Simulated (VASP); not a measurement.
A run of VASP 6.6.1:

INCAR

```
SYSTEM = TiSe
  ALGO = Normal
  EDIFF = 1E-6
  ENCUT = 520
  GGA = PS
  ISIF = 2
  ISMEAR = 0
  LASPH = .TRUE.
  LCHARG = .FALSE.
  LREAL = .FALSE.
  LWAVE = .FALSE.
  NBANDS = 26
  NELM = 100
  PREC = Accurate
  SIGMA = 0.1
```

File KPOINTS:

```
k-points
0
G
  12 12 8
  0 0 0
```

POSCAR

```
TiSe
1.0
    3.1832517418      0.0000000000      0.0000000000
   -1.5916258709      2.7567768750      0.0000000000
    0.0000000000      0.0000000000      6.6135963448
Ti Se
2 2
Direct
    0.0000000000      0.0000000000      0.0000000000
    0.0000000000      0.0000000000      0.5000000000
    0.3333333333      0.6666666667      0.2500000000
    0.6666666667      0.3333333333      0.7500000000
```

Potentials or basis: VASP PAW PBE potentials, release 64 (Ti_sv, Se).

Run with:

```bash
$ cat potpaw_PBE.64/Ti_sv/POTCAR potpaw_PBE.64/Se/POTCAR > POTCAR
$ mpirun -np 1 vasp_std > vasp.out
```

Hardware: 1 thread of Intel(R) Xeon(R) Platinum 8488C (Sapphire Rapids), with other jobs on the host.

Problem. Estimate the wall time of this run.

Solution. Run time: 74 s on 1 thread of Intel(R) Xeon(R) Platinum 8488C (Sapphire Rapids) (shared host), peak memory 0.26 GiB. Counts: scf iterations 13, k points 95.
